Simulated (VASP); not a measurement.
Na, 1 atom in the cell. It takes space group Im-3m (No. 229, cubic). The conventional cell has a = 4.149 Å, b = 4.149 Å, c = 4.149 Å, α = 90.00°, β = 90.00°, γ = 90.00°. Na (site symmetry m-3m) has 14 Na at 3.59 to 4.15 Å within 4.7 Å.  This cell differs from its parent crystal: volume scaled by 0.9405.

| Property | Result |
| --- | --- |
| Program | VASP 6.6.1 |
| Task | single point |
| Functional | PBE |
| Potentials or basis | VASP PAW PBE potentials, release 64 (Na_pv) |
| Cutoff | 520 eV |
| k mesh | 12 × 12 × 12 |
| Occupations | fermi-dirac, width 0.05 eV |
| Spin | no spin polarisation |
| Dipole correction | no |
| Further INCAR settings | ALGO = Normal; EDIFF = 1e-07; NBANDS = 10 |

Potentials or basis: VASP PAW PBE potentials, release 64 (Na_pv).

Run with:

```sh
$ cat potpaw_PBE.64/Na_pv/POTCAR > POTCAR
$ mpirun -np 1 vasp_std > vasp.out
```

Hardware: 1 thread of Intel(R) Xeon(R) Platinum 8259CL CPU @ 2.50GHz (Skylake/Cascade Lake), with other jobs on the host.

How long does it take, and how much memory?

Run time: 29 s on 1 thread of Intel(R) Xeon(R) Platinum 8259CL CPU @ 2.50GHz (Skylake/Cascade Lake) (shared host), peak memory 0.15 GiB. Counts: scf iterations 11, k points 72.
